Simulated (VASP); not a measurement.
# Pt (Fm-3m) in VASP: single point with PBEsol

Aim: the single point of Pt with PBEsol.

All numbers are computed with VASP 6.6.1; they aren't measurements. Logs are shortened: lines on timing, memory, paths and dates and some standing lists are left out, and cuts for length are marked.

### Step 1. The cell of the first run

It takes space group Fm-3m (No. 225, cubic). Conventional cell: a = 3.917 Å, b = 3.917 Å, c = 3.917 Å, α = 90.00°, β = 90.00°, γ = 90.00°. Within 3.7 Å of Pt (site symmetry m-3m) lie 12 Pt at 2.77 Å.

### Step 2. Single point, PBEsol

INCAR

```
SYSTEM = Pt
PREC = Accurate ; ENCUT = 500
EDIFF = 1E-6 ; ISMEAR = -1
SIGMA = 0.05 ; LREAL = .FALSE.
LASPH = .TRUE. ; NELM = 120
ALGO = Normal ; ISIF = 2
LWAVE = .FALSE. ; LCHARG = .FALSE.
GGA = PS ; NBANDS = 11
GGA_COMPAT = .FALSE.
```

KPOINTS

```
Automatic mesh
0
G
  9 9 9
  0 0 0
```

POSCAR

```
Pt
1.0
    0.0000000000      1.9582735769      1.9582735769
    1.9582735769      0.0000000000      1.9582735769
    1.9582735769      1.9582735769      0.0000000000
Pt
1
Direct
    0.0000000000      0.0000000000      0.0000000000
```

Potentials or basis: VASP PAW PBE potentials, release 64 (Pt).

On the command line:

```console
$ cat potpaw_PBE.64/Pt/POTCAR > POTCAR
$ mpirun -np 1 vasp_std > vasp.out
```

OUTCAR:

```text
SYSTEM = Pt
   PREC = Accurate
   ENCUT = 500
   EDIFF = 1E-6
   ISMEAR = -1
   LREAL = .FALSE.
   LASPH = .TRUE.
   NELM = 120
   ISIF = 2
   GGA = PS

 ion  position               nearest neighbor table
   1  0.000  0.000  0.000-

  LATTYP: Found a face centered cubic cell.
 ALAT       =     3.9165471538

  Lattice vectors:

 A1 = (   0.0000000000,   1.9582735769,   1.9582735769)
 A2 = (   1.9582735769,   0.0000000000,   1.9582735769)
 A3 = (   1.9582735769,   1.9582735769,   0.0000000000)

Analysis of symmetry for initial positions (statically):
=====================================================================
 Subroutine PRICEL returns:
 Original cell was already a primitive cell.

 Routine SETGRP: Setting up the symmetry group for a
 face centered cubic supercell.

 Subroutine GETGRP returns: Found 48 space group operations
 (whereof 48 operations were pure point group operations)
 out of a pool of 48 trial point group operations.

The static configuration has the point symmetry O_h .

Analysis of symmetry for dynamics (positions and initial velocities):
=====================================================================
 Subroutine PRICEL returns:
 Original cell was already a primitive cell.

 Routine SETGRP: Setting up the symmetry group for a
 face centered cubic supercell.

 Subroutine GETGRP returns: Found 48 space group operations
 (whereof 48 operations were pure point group operations)
 out of a pool of 48 trial point group operations.

The dynamic configuration has the point symmetry O_h .

 Subroutine INISYM returns: Found 48 space group operations
 (whereof 48 operations are pure point group operations),
 and found     1 'primitive' translations

----------------------------------------------------------------------------------------

                                     Primitive cell

  volume of cell :      15.0193

  direct lattice vectors                    reciprocal lattice vectors
     0.000000000  1.958273577  1.958273577    -0.255326940  0.255326940  0.255326940
     1.958273577  0.000000000  1.958273577     0.255326940 -0.255326940  0.255326940
     1.958273577  1.958273577  0.000000000     0.255326940  0.255326940 -0.255326940

  length of vectors
     2.769417051  2.769417051  2.769417051     0.442239233  0.442239233  0.442239233

  position of ions in fractional coordinates (direct lattice)
     0.000000000  0.000000000  0.000000000

  ion indices of the primitive-cell ions
   primitive index   ion index
                 1           1

----------------------------------------------------------------------------------------

 KPOINTS: Automatic mesh

Automatic generation of k-mesh.
 Grid dimensions read from file:
 generate k-points for:    9    9    9

 Generating k-lattice:

  Cartesian coordinates                     Fractional coordinates (reciprocal lattice)
    -0.028369660  0.028369660  0.028369660     0.111111111  0.000000000  0.000000000
     0.028369660 -0.028369660  0.028369660     0.000000000  0.111111111  0.000000000
     0.028369660  0.028369660 -0.028369660     0.000000000  0.000000000  0.111111111

  Length of vectors
     0.049137693  0.049137693  0.049137693

  Shift w.r.t. Gamma in fractional coordinates (k-lattice)
     0.000000000  0.000000000  0.000000000

 Subroutine IBZKPT returns following result:
 ===========================================

 Found     35 irreducible k-points:

 Following reciprocal coordinates:
            Coordinates               Weight
  0.000000  0.000000  0.000000      1.000000
  0.111111  0.000000  0.000000      8.000000
  0.222222  0.000000  0.000000      8.000000
  0.333333  0.000000  0.000000      8.000000
  0.444444  0.000000  0.000000      8.000000
  0.111111  0.111111  0.000000      6.000000
[... 16 lines left out ...]
 -0.333333  0.333333  0.000000     12.000000
  0.444444  0.444444  0.000000      6.000000
 [... further k-points ...]
   k-points           NKPTS =     35   k-points in BZ     NKDIM =     35   number of bands    NBANDS=     11
   number of dos      NEDOS =    301   number of ions     NIONS =      1
   total plane-waves  NPLWV =   8000
   dimension x,y,z NGX =    20 NGY =   20 NGZ =   20
   dimension x,y,z NGXF=    40 NGYF=   40 NGZF=   40
   ions per type =               1
   NGX,Y,Z   is equivalent  to a cutoff of  12.01, 12.01, 12.01 a.u.
   NGXF,Y,Z  is equivalent  to a cutoff of  24.01, 24.01, 24.01 a.u.
 SYSTEM =  Pt
   PREC   = accura    normal or accurate (medium, high low for compatibility)
   ISTART =      0    job   : 0-new  1-cont  2-samecut
   ICHARG =      2    charge: 1-file 2-atom 10-const
   ISPIN  =      1    spin polarized calculation?
   LNONCOLLINEAR =      F non collinear calculations
   LSORBIT =      F    spin-orbit coupling
   LASPH  =      T    aspherical Exc in radial PAW
   ENCUT  =  500.0 eV  36.75 Ry    6.06 a.u.   5.05  5.05  5.05*2*pi/ulx,y,z
   NELM   =    120;   NELMIN=  2; NELMDL= -5     # of ELM steps
   EDIFF  = 0.1E-05   stopping-criterion for ELM
   LREAL  =      F    real-space projection
   EDIFFG = 0.1E-04   stopping-criterion for IOM
   NSW    =      0    number of steps for IOM
   IBRION =     -1    ionic relax: 0-MD 1-quasi-New 2-CG
   NFREE  =      0    steps in history (QN), initial steepest desc. (CG)
   ISIF   =      2    stress and relaxation
   ISYM   =      2    0-nonsym 1-usesym 2-fastsym
   POTIM  = 0.5000    time-step for ionic-motion
   TEBEG  =    0.0;   TEEND  =   0.0 temperature during run
   PSTRESS=    0.0 pullay stress
   NELECT =      10.0000    total number of electrons
   NUPDOWN=      -1.0000    fix difference up-down
   EMIN   =  10.00;   EMAX   =-10.00  energy-range for DOS
   EFERMI =   0.00;   METHOD = LEGACY
   ISMEAR =    -1;   SIGMA  =   0.05  broadening in eV -4-tet -1-fermi 0-gaus
   EFERMI_NEDOS =   21; number of points for ismear=-14 and -15
   IALGO  =     38    algorithm
   IMIX   =      4    mixing-type and parameters
     AMIX     =   0.40;   BMIX     =  1.00
     AMIX_MAG =   1.60;   BMIX_MAG =  1.00
  volume/ion in A,a.u.               =      15.02       101.36
  Fermi-wavevector in a.u.,A,eV,Ry     =   1.429524  2.701409 27.804036  2.043539
  Thomas-Fermi vector in A             =   2.549468
   LORBIT       =      0    0 simple, 1 ext, 2 COOP (PROOUT), +10 PAW based schemes
   GGA     = PS    functional components
   LHFCALC =     F    Hartree Fock is set to
   AEXX    =    0.0000 exact exchange contribution
   IVDW    =     0    specifies the selected vdW correction
   LEPSILON=     F    determine dielectric tensor
   LRPA    =     F    only Hartree local field effects (RPA)
 non-spin polarized calculation
  energy-cutoff  :      500.00
  volume of cell :       15.02
 maximum number of plane-waves:       388
   NGX =  9   NGY =  9   NGZ =  9

 number of electron      10.0000001 magnetization

 Free energy of the ion-electron system (eV)
  ---------------------------------------------------
  ext. energy  EPLUGINS =         0.00000000
  ---------------------------------------------------
  free energy    TOTEN  =        -6.99918086 eV

  energy without entropy =       -6.98767552  energy(sigma->0) =       -6.99342819

 E-fermi :  11.1998     XC(G=0): -13.6513

 val. band max:       11.1456655614   @ k =   0.4444   0.4444   0.0000
 cond. band min:      11.2073490595   @ k =   0.4444   0.1111   0.0000
 fundamental gap:      0.0616834981
 Fermi energy:        11.1998037149

 k-point     1 :       0.0000    0.0000    0.0000
  band No.  band energies     occupation
      1       0.8325      2.00000
      2       7.3485      2.00000
      3       7.3485      2.00000
      4       7.3485      2.00000
      5       9.5449      2.00000
      6       9.5449      2.00000
      7      25.7853      0.00000
      8      30.7696      0.00000
      9      30.7696      0.00000
     10      30.7696      0.00000
     11      36.0817      0.00000

 k-point     2 :       0.1111    0.0000    0.0000
  band No.  band energies     occupation
      1       1.3215      2.00000
      2       7.1445      2.00000
      3       7.5305      2.00000
      4       7.5305      2.00000
      5       9.4541      2.00000
      6       9.4541      2.00000
      7      26.5185      0.00000
      8      28.6857      0.00000
      9      31.5241      0.00000
     10      31.5241      0.00000
     11      37.6765      0.00000

 k-point     3 :       0.2222    0.0000    0.0000
  band No.  band energies     occupation
      1       2.5605      2.00000
      2       6.9182      2.00000
      3       7.7455      2.00000
      4       7.7455      2.00000
      5       9.5727      2.00000
      6       9.5727      2.00000
      7      25.3676      0.00000
      8      27.6088      0.00000
      9      33.4334      0.00000
     10      33.4334      0.00000
     11      34.8258      0.00000

 k-point     4 :       0.3333    0.0000    0.0000
  band No.  band energies     occupation
      1       3.5794      2.00000
      2       7.5521      2.00000
      3       7.5521      2.00000
      4       7.8244      2.00000
      5      10.3489      2.00000
      6      10.3489      2.00000
      7      21.4814      0.00000
      8      26.5634      0.00000
      9      32.5615      0.00000
     10      32.5615      0.00000
     11      36.2425      0.00000
[... 239 lines left out ...]
 k-point    22 :      -0.4444    0.3333    0.0000
  band No.  band energies     occupation
      1       4.7503      2.00000
      2       5.4926      2.00000
      3       8.3838      2.00000
      4       9.8107      2.00000
      5      11.2624      0.44479
      6      16.0601      0.00000
      7      17.8870      0.00000
      8      22.5988      0.00000
      9      25.4338      0.00000
     10      31.2617      0.00000
     11      37.0147      0.00000

 k-point    23 :      -0.3333    0.3333    0.0000
  band No.  band energies     occupation
      1       5.2492      2.00000
      2       6.2314      2.00000
      3       7.4232      2.00000
      4       9.2769      2.00000
      5      10.5339      2.00000
      6      15.4750      0.00000
      7      19.9484      0.00000
      8      20.8869      0.00000
      9      27.8961      0.00000
     10      30.0920      0.00000
     11      37.7714      0.00000

 k-point    24 :       0.4444    0.4444    0.0000
  band No.  band energies     occupation
      1       4.0876      2.00000
      2       4.5556      2.00000
      3      11.1457      1.49403
      4      11.4550      0.01206
      5      11.4550      0.01206
      6      12.0634      0.00000
      7      21.1212      0.00000
      8      22.9249      0.00000
      9      22.9249      0.00000
     10      31.1187      0.00000
     11      34.3856      0.00000

 [... further k-points ...]

------------------------ aborting loop because EDIFF is reached ----------------------------------------

  FORCE on cell =-STRESS in cart. coord.  units (eV):
  Direction    XX          YY          ZZ          XY          YZ          ZX
  --------------------------------------------------------------------------------------
  -------------------------------------------------------------------------------------
  Total       -0.0382628     -0.0382628     -0.0382628      0.0000000      0.0000000      0.0000000
  in kB       -4.0816652     -4.0816652     -4.0816652      0.0000000      0.0000000      0.0000000
  external PRESSURE =      -4.0816652 kB  Pullay stress =       0.0000000 kB

 VOLUME and BASIS-vectors are now :
 -----------------------------------------------------------------------------
  energy-cutoff  :      500.00
  volume of cell :       15.02
      direct lattice vectors                 reciprocal lattice vectors
     0.000000000  1.958273577  1.958273577    -0.255326940  0.255326940  0.255326940
     1.958273577  0.000000000  1.958273577     0.255326940 -0.255326940  0.255326940
     1.958273577  1.958273577  0.000000000     0.255326940  0.255326940 -0.255326940

 POSITION                                       TOTAL-FORCE (eV/Angst)
 -----------------------------------------------------------------------------------
      0.00000      0.00000      0.00000        -0.000000      0.000000     -0.000000
 -----------------------------------------------------------------------------------
    total drift:                               -0.000000     -0.000000     -0.000000

  FREE ENERGIE OF THE ION-ELECTRON SYSTEM (eV)
  ---------------------------------------------------
  free  energy   TOTEN  =        -6.9991808564 eV

  energy  without entropy=       -6.9876755155  energy(sigma->0) =       -6.99342819
```

It took 3.9 s on 1 thread of AMD EPYC 7R13 (Zen 3), shared host; peak memory 0.1 GiB.

Results:

| Quantity | Value |
| --- | --- |
| Free energy | -6.9992 eV |
| Pressure | -0.4 GPa |
| Band gap on the k mesh | zero (bands 5 and 6 overlap by 2.08 eV) |

Caveat: the PAW data sets were made with another functional, which shifts forces and pressure a little; spin-orbit coupling is left out, which moves the levels of the heavy elements.
